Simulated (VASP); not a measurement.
Write the native input for VASP 6.6.1 that does the following.

```
Task                   : single point
Functional             : PBEsol
Dispersion             : D3(BJ)
Potentials or basis    : VASP PAW PBE potentials, release 64 (Cu)
Cutoff                 : 520 eV
k mesh                 : 10 × 10 × 3
Occupations            : methfessel-paxton, width 0.1 eV
Spin                   : no spin polarisation
Dipole correction      : no
Further INCAR settings : ALGO = Normal; EDIFF = 1e-07; NBANDS = 30
```

The structure of Cu lies in POSCAR:

```
Cu
1.0
    2.4578564661      0.0000000000      0.0000000000
   -1.2289282331      2.1285661385      0.0000000000
    0.0000000000      0.0000000000      7.9943965505
Cu
4
Direct
    0.0000000000      0.0000000000      0.0000000000
    0.3333333333      0.6666666667      0.2500000000
    0.0000000000      0.0000000000      0.5000000000
    0.6666666667      0.3333333333      0.7500000000
```

These files were run (other wordings do the same):

INCAR

```
PREC     = Accurate       # precision mode
ENCUT    = 520            # plane-wave cutoff, eV
EDIFF    = 1E-7           # SCF threshold, eV
ISMEAR   = 1              # smearing method
SIGMA    = 0.1            # smearing width, eV
LREAL    = False          # projectors in reciprocal space
LASPH    = True           # aspherical terms in the spheres
NELM     = 60             # most SCF steps
ALGO     = Normal         # electronic algorithm
ISIF     = 2              # what is computed and relaxed
LWAVE    = False          # write WAVECAR
LCHARG   = True           # write CHGCAR
GGA      = PS             # functional
IVDW     = 12             # dispersion correction
LELF     = True           # ELF
LVHAR    = True         
NBANDS   = 30             # bands
```

KPOINTS

```
regular mesh
0
Gamma
  10 10 3
```

Potentials or basis: VASP PAW PBE potentials, release 64 (Cu).

Run with:

```sh
$ cat potpaw_PBE.64/Cu/POTCAR > POTCAR
$ mpirun -np 1 vasp_std > vasp.out
```

Results of the run:

```yaml
Pressure: 8.0 GPa
Band_gap_on_the_k_mesh: zero (band 22 reaches 12.24 eV, above the bottom of band 23 at 7.15 eV)
Dispersion_energy_per_atom: -0.593 eV
```

Caveat: three body term missing; the PAW data sets were made with another functional, which shifts forces and pressure a little; pairwise dispersion overbinds metals, which lowers pressure and volume.

Wall time 19 s on 1 thread of Intel(R) Xeon(R) 6975P-C (Granite Rapids) (shared host), peak memory 0.16 GiB.
